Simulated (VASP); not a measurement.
Here is a VASP 6.6.1 calculation.

File POSCAR:

```
BaO
1.0
    0.0000000000      2.7719428463      2.7719428463
    2.7719428463      0.0000000000      2.7719428463
    2.7719428463      2.7719428463      0.0000000000
Ba O
1 1
Direct
    0.0000000000      0.0000000000      0.0000000000
    0.5000000000      0.5000000000      0.5000000000
```

INCAR.step1

```
ALGO = Normal
EDIFF = 1E-5
ENCUT = 520
GGA = PE
GGA_COMPAT = F
ISIF = 2
ISMEAR = 0
LASPH = T
LCHARG = F
LREAL = F
LWAVE = T
NBANDS = 15
NELM = 120
PREC = Accurate
SIGMA = 0.01
```

The input INCAR.step2:

```
AEXX = 0.25
ALGO = Normal
EDIFF = 1E-6
ENCUT = 520
GGA = PE
GGA_COMPAT = F
ISIF = 2
ISMEAR = 0
ISTART = 1
LASPH = T
LCHARG = F
LHFCALC = T
LREAL = F
LWAVE = F
NBANDS = 15
NELM = 120
PREC = Accurate
PRECFOCK = Normal
SIGMA = 0.01
```

Contents of KPOINTS:

```
k-points
0
Gamma
  6 6 6
```

Potentials or basis: VASP PAW PBE potentials, release 64 (Ba_sv, O).

The run is started by

```console
$ cat potpaw_PBE.64/Ba_sv/POTCAR potpaw_PBE.64/O/POTCAR > POTCAR
$ cp INCAR.step1 INCAR
$ mpirun -np 1 vasp_std > vasp.out
$ cp INCAR.step2 INCAR
$ mpirun -np 1 vasp_std > vasp.out
```

(1) What does it give for the band gap on the k mesh?

(2) What does it give for the pressure?

Answers

(1) 3.99 eV.

(2) 1.0 GPa.

Caveat: the PAW data sets were made with another functional, which shifts forces and pressure a little; spin-orbit coupling is left out, which moves the levels of the heavy elements.
